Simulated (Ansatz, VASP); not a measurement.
# Gd: VASP beside Ansatz

```
Gd
1.0
    -1.79743    1.79743    1.79743
     1.79743   -1.79743    1.79743
     1.79743    1.79743   -1.79743
Gd
1
Direct
  0.00000 0.00000 0.00000
```

Change from the starting cell: volume scaled by 0.75, LAPW.

Alike in both runs: task single point; functional PBEsol; k mesh 14 × 14 × 14; occupations fermi-dirac, width 0.08 eV; collinear spin.

|  | VASP | Ansatz |
| --- | --- | --- |
| version | VASP 6.6.1 | Ansatz 0.2.0 |
| potentials or method | VASP PAW PBE potentials, release 64 (Gd), cutoff 600 eV | all-electron LAPW, scalar-relativistic |

Ansatz gave:

| Property | Result |
| --- | --- |
| pressure (GPa) | 16.3 |
| net moment per atom (μB) | 7.54 |
| size of the moment on the site where the two differ most (μB) | 7.37 |

Question: Which values does VASP return?

Answer: Pressure (GPa): 16.5; net moment per atom (μB): 7.53; size of the moment on the site where the two differ most (μB): 7.02.

VASP's potentials were made for PBE, not for PBEsol. Site moments also hang on the region over which each program counts them. Ansatz ran all-electron here, and VASP with PAW potentials.

Neither program's run includes spin-orbit coupling.
